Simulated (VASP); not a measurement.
# Co: single point with PBEsol

Co:

```
Co
1.0
     0.00000    1.65790    1.65790
     1.65790    0.00000    1.65790
     1.65790    1.65790    0.00000
Co
1
Direct
  0.00000 0.00000 0.00000
```

This cell differs from its parent crystal: volume scaled by 0.92.

```json
{
 "Program": "VASP 6.6.1",
 "Task": "single point",
 "Functional": "PBEsol",
 "Potentials or basis": "VASP PAW PBE potentials, release 64 (Co)",
 "Cutoff": "520 eV",
 "k mesh": "18 × 18 × 18",
 "Occupations": "fermi-dirac, width 0.1 eV",
 "Spin": "no spin polarisation",
 "Dipole correction": "no",
 "Further INCAR settings": "ALGO = Normal; EDIFF = 1e-06; NBANDS = 10"
}
```

- Pressure: 27.4 GPa

Levels at points of the mesh, in eV from the Fermi level:
| k point | band 2 | band 3 | band 4 | band 5 | band 6 | band 7 |
| --- | --- | --- | --- | --- | --- | --- |
| (0.00, 0.00, 0.00) | -2.32 | -2.32 | -2.32 | -0.67 | -0.67 | 24.42 |
| (0.50, 0.00, 0.00) | -2.40 | -2.40 | -0.31 | 0.42 | 0.42 | 8.30 |
| (0.50, 0.50, 0.00) | -5.00 | 0.41 | 0.69 | 0.69 | 2.97 | 12.00 |

It took 24 s on 1 thread of Intel(R) Xeon(R) Platinum 8259CL CPU @ 2.50GHz (Skylake/Cascade Lake) (shared host), peak memory 0.13 GiB.

Caveat: the PAW data sets were made with another functional, which shifts forces and pressure a little; the run has no spin polarisation, though such a crystal can be magnetic. Spin polarisation is off, so any magnetic state and its effect on volume and gap are missing.
